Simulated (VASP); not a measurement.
Set up this calculation in VASP 6.6.1, as the native input.

| Item | Value |
| --- | --- |
| Task | single point |
| Functional | PBEsol |
| Potentials or basis | VASP PAW PBE potentials, release 64 (C, O) |
| Cutoff | 520 eV |
| k mesh | 9 × 9 × 5 |
| Occupations | fermi-dirac, width 0.02 eV |
| Spin | no spin polarisation |
| Dipole correction | no |
| Further INCAR settings | ALGO = Normal; EDIFF = 1e-06; NBANDS = 15 |

The structure of CO2 lies in POSCAR:

```
CO2
1.0
    2.3454505839      0.0000000000      0.0000000000
   -1.1727252920      2.0312197890      0.0000000000
    0.0000000000      0.0000000000      5.4763013968
C O
1 2
Direct
    0.0000000000      0.0000000000      0.0000000000
    0.3333333333      0.6666666667      0.1596461879
    0.6666666667      0.3333333333      0.8403538121
```

One way to write it, as run:

INCAR

```
SYSTEM = CO2
  ALGO = Normal
  EDIFF = 1E-6
  ENCUT = 520
  GGA = PS
  ISIF = 2
  ISMEAR = -1
  LASPH = .TRUE.
  LCHARG = .TRUE.
  LELF = .TRUE.
  LREAL = .FALSE.
  LVHAR = .TRUE.
  LWAVE = .FALSE.
  NBANDS = 15
  NELM = 80
  PREC = Accurate
  SIGMA = 0.02
```

KPOINTS

```
k-points
0
G
  9 9 5
  0 0 0
```

Potentials or basis: VASP PAW PBE potentials, release 64 (C, O).

The run is started by

```sh
$ cat potpaw_PBE.64/C/POTCAR potpaw_PBE.64/O/POTCAR > POTCAR
$ mpirun -np 1 vasp_std > vasp.out
```

It gave:

| Item | Value |
| --- | --- |
| Pressure | 0.8 GPa |
| Largest force | 0.051 eV/Å |
| Band gap on the k mesh | 4.85 eV (least direct gap 5.24 eV) |

Caveat: the PAW data sets were made with another functional, which shifts forces and pressure a little; an odd mesh through Γ misses points on the zone boundary, where band edges can lie; this functional lacks dispersion, which binds the layers, so the pressure and a relaxed spacing across them are unreliable.

Run time: 8.1 s on 1 thread of Intel(R) Xeon(R) 6975P-C (Granite Rapids) (shared host), peak memory 0.14 GiB.
